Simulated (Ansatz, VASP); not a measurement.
**Two plane-wave programs on Sc2Ta**

```xyz
3
Lattice="1.5665 0.9044 7.7146 -1.5665 0.9044 7.7146 0.0000 -1.8089 7.7146" Properties=species:S:1:pos:R:3 pbc="T T T"
Sc    0.0000    0.0000   17.8783
Sc    0.0000    0.0000   12.9950
Ta    0.0000    0.0000   -0.0159
```

Alike in both runs: functional PBE; k mesh 6 × 6 × 6; occupations gaussian, width 0.1 eV; no spin polarisation.

Ansatz relaxed the structure, and its values are those at the end. VASP's run is a single point on that final structure, the one shown.

|  | VASP | Ansatz |
| --- | --- | --- |
| version | VASP 6.6.1 | Ansatz 0.2.0 |
| potentials or method | VASP PAW PBE potentials, release 64 (Sc_sv, Ta_pv), cutoff 520 eV | scalar-relativistic, plane waves, PAW |
| valence electrons in the cell | 33 | 35 |

Ansatz gave:

```
gap on the k mesh at the Fermi level (eV) : none
pressure (GPa)                            : -0.2
rms of the force components (eV/Å)        : 0.004
```

Estimate VASP's values.

gap on the k mesh at the Fermi level (eV): none; pressure (GPa): -0.1; rms of the force components (eV/Å): 0.003.

A gap of «none» marks a metal or a gap that the smearing closes. VASP's potentials hold 33 valence electrons a cell and Ansatz's 35, so a difference there can come from the potentials and not from the codes.

The k mesh is coarse, so the values compare programs but aren't converged. Neither program's run includes spin-orbit coupling.
